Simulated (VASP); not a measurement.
A run of VASP 6.6.1 is set up as follows.

INCAR

```
SYSTEM = Al2Cu
PREC = Accurate ; ENCUT = 520
EDIFF = 1E-6 ; ISMEAR = -1
SIGMA = 0.05 ; LREAL = .False.
LASPH = .True. ; NELM = 80
ALGO = Normal ; ISIF = 2
LWAVE = .False. ; LCHARG = .False.
GGA = PS ; NBANDS = 16
```

Contents of KPOINTS:

```
Automatic mesh
0
Gamma
  6 6 8
  0 0 0
```

The input POSCAR:

```
Al2Cu
1.0
    4.1051820000      0.0000000000      0.0000000000
    0.0000000000      4.1051820000      0.0000000000
    0.0000000000      0.0000000000      2.8913130000
Cu Al
1 2
Direct
    0.0000000000      0.0000000000      0.0000000000
    0.0000000000      0.5000000000      0.5000000000
    0.5000000000      0.0000000000      0.5000000000
```

Potentials or basis: VASP PAW PBE potentials, release 64 (Cu, Al).

The run is started by

```sh
$ cat potpaw_PBE.64/Cu/POTCAR potpaw_PBE.64/Al/POTCAR > POTCAR
$ mpirun -np 1 vasp_std > vasp.out
```

Q: Predict the pressure.

A: -2.0 GPa.

Stress tensor (GPa, compression positive):
```
-1.21  0.00  0.00
 0.00 -1.21  0.00
 0.00  0.00 -3.54
```

Caveat: the PAW data sets were made with another functional, which shifts forces and pressure a little.
